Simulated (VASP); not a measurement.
Wanted: the native input for a VASP 6.6.1 run.

```yaml
Task: single point
Functional: PBEsol
Potentials_or_basis: VASP PAW PBE potentials, release 64 (Rh_pv)
Cutoff: 400 eV
k_mesh: 14 × 10 × 1
Occupations: fermi-dirac, width 0.08 eV
Spin: no spin polarisation
Dipole_correction: yes
k_mesh_for_the_DOS: 21 × 15 × 1
Occupations_for_the_DOS: tetrahedron
Further_INCAR_settings: ALGO = Normal; EDIFF = 1e-06; NBANDS = 62; NELMDL = -8
```

The system is Rh, a slab with vacuum.

```
CELL_PARAMETERS angstrom
2.67347 0.00000 0.00000
0.00000 3.78086 0.00000
0.00000 0.00000 24.02040
ATOMIC_POSITIONS crystal
Rh 0.00000 0.00000 0.33305
Rh 0.50000 0.50000 0.38870
Rh 0.00000 0.00000 0.44435
Rh 0.50000 0.50000 0.50000
Rh 0.00000 0.00000 0.55565
Rh 0.50000 0.50000 0.61130
Rh 0.00000 0.00000 0.66695
```

The input as run:

POSCAR

```
Rh
1.0
    2.6734738989      0.0000000000      0.0000000000
    0.0000000000      3.7808630465      0.0000000000
    0.0000000000      0.0000000000     24.0204000000
Rh
7
Direct
    0.0000000000      0.0000000000      0.3330497890
    0.5000000000      0.5000000000      0.3886998593
    0.0000000000      0.0000000000      0.4443499297
    0.5000000000      0.5000000000      0.5000000000
    0.0000000000      0.0000000000      0.5556500703
    0.5000000000      0.5000000000      0.6113001407
    0.0000000000      0.0000000000      0.6669502110
```

INCAR.step1

```
  PREC = Accurate
  ENCUT = 400
  EDIFF = 1E-6
  ISMEAR = -1
  SIGMA = 0.08
  LREAL = F
  LASPH = T
  NELM = 120
  ALGO = Normal
  ISIF = 2
  LWAVE = F
  LCHARG = T
  LMAXMIX = 4
  LDIPOL = T
  IDIPOL = 3
  DIPOL = 0.5 0.5 0.500
  GGA = PS
  NBANDS = 62
  GGA_COMPAT = F
  NEDOS = 2001
  LORBIT = 11
  NELMDL = -8
```

KPOINTS.step1

```
regular mesh
0
Gamma
  14 10 1
```

INCAR.step2

```
  PREC = Accurate
  ENCUT = 400
  EDIFF = 1E-6
  ISMEAR = -5
  SIGMA = 0.08
  LREAL = F
  LASPH = T
  NELM = 120
  ALGO = Normal
  ISIF = 2
  LWAVE = F
  LCHARG = F
  LMAXMIX = 4
  LDIPOL = T
  IDIPOL = 3
  DIPOL = 0.5 0.5 0.500
  GGA = PS
  LORBIT = 11
  NBANDS = 62
  NEDOS = 2001
  ICHARG = 11
  GGA_COMPAT = F
  NELMDL = -8
```

KPOINTS.step2

```
regular mesh
0
Gamma
  21 15 1
```

Potentials or basis: VASP PAW PBE potentials, release 64 (Rh_pv).

Launch:

```sh
$ cat potpaw_PBE.64/Rh_pv/POTCAR > POTCAR
$ cp INCAR.step1 INCAR
$ cp KPOINTS.step1 KPOINTS
$ mpirun -np 1 vasp_std > vasp.out
$ cp INCAR.step2 INCAR
$ cp KPOINTS.step2 KPOINTS
$ mpirun -np 1 vasp_std > vasp.out
```

Results of the run:

The valence electrons inside the program's atomic spheres are Rh 13.66, 13.73, 13.79, 13.80 (each value once).

It took 16 min on 1 thread of Intel(R) Xeon(R) 6975P-C (Granite Rapids), with other jobs on the host, peak memory 0.66 GiB.
